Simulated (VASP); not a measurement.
## Ru2C: single point with PBE

Ru2C:

```
CELL_PARAMETERS angstrom
0.00000 2.72163 2.72163
2.72163 0.00000 2.72163
2.72163 2.72163 0.00000
ATOMIC_POSITIONS crystal
Ru 0.00000 0.00000 0.00000
Ru 0.25000 0.25000 0.25000
C 0.75000 0.75000 0.75000
```

The cell was generated, and may not be a known phase.

* Program: VASP 6.6.1
* Task: single point
* Functional: PBE
* Potentials or basis: VASP PAW PBE potentials, release 64 (Ru_pv, C)
* Cutoff: 600 eV
* k mesh: 6 × 6 × 6
* Occupations: gaussian, width 0.2 eV
* Spin: no spin polarisation
* Dipole correction: no
* Further INCAR settings: ALGO = Normal; EDIFF = 1e-06; NBANDS = 23

```yaml
Pressure: -0.2 GPa
Band_gap_on_the_k_mesh: zero (bands 16 and 17 overlap by 1.77 eV)
```

Levels at points of the mesh, in eV from the Fermi level:
```tsv
k point	band 13	band 14	band 15	band 16	band 17	band 18	band 19	band 20
(0.00, 0.00, 0.00)	-2.30	-2.30	-2.30	0.74	1.18	1.18	2.57	2.57
(0.50, 0.00, 0.00)	-3.55	-0.80	-0.80	0.20	0.20	0.45	2.83	2.83
(0.50, 0.50, 0.00)	-2.12	-2.03	-1.92	-1.92	-0.70	0.99	1.14	1.14
```

Run time: 35 s on 1 thread of Intel Xeon 8259CL, on a shared host, peak memory 0.18 GiB.
